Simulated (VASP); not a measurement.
A run of VASP 6.6.1:

Contents of INCAR:

```
SYSTEM = LiF
PREC     = Accurate       ! precision mode
ENCUT    = 520            ! plane-wave cutoff, eV
EDIFF    = 1E-7           ! SCF threshold, eV
ISMEAR   = 0              ! smearing method
SIGMA    = 0.05           ! smearing width, eV
LREAL    = .FALSE.        ! projectors in reciprocal space
LASPH    = .TRUE.         ! aspherical terms in the spheres
NELM     = 60             ! most SCF steps
ALGO     = Normal         ! electronic algorithm
ISIF     = 2              ! what is computed and relaxed
LWAVE    = .FALSE.        ! write WAVECAR
LCHARG   = .FALSE.        ! write CHGCAR
GGA      = CA             ! functional
NBANDS   = 12             ! bands
```

KPOINTS

```
regular mesh
0
G
  10 10 10
  0 0 0
```

The input POSCAR:

```
LiF
1.0
    0.0000000000      2.0039300000      2.0140000000
    2.0140000000      0.0000000000      2.0140000000
    2.0140000000      2.0039300000      0.0000000000
Li F
1 1
Direct
    0.0000000000      0.0000000000      0.0000000000
    0.5000000000      0.5000000000      0.5000000000
```

Potentials or basis: VASP PAW LDA potentials, release 64 (Li_sv, F).

Run with:

```bash
$ cat potpaw_LDA.64/Li_sv/POTCAR potpaw_LDA.64/F/POTCAR > POTCAR
$ mpirun -np 1 vasp_std > vasp.out
```

Hardware: 1 thread of Intel(R) Xeon(R) Platinum 8488C (Sapphire Rapids), with other jobs on the host.

Problem. How long does it take, and how much memory?

Solution. Run time: 9.2 s on 1 thread of Intel(R) Xeon(R) Platinum 8488C (Sapphire Rapids), on a shared host, peak memory 0.13 GiB. Counts: scf iterations 12, k points 102.
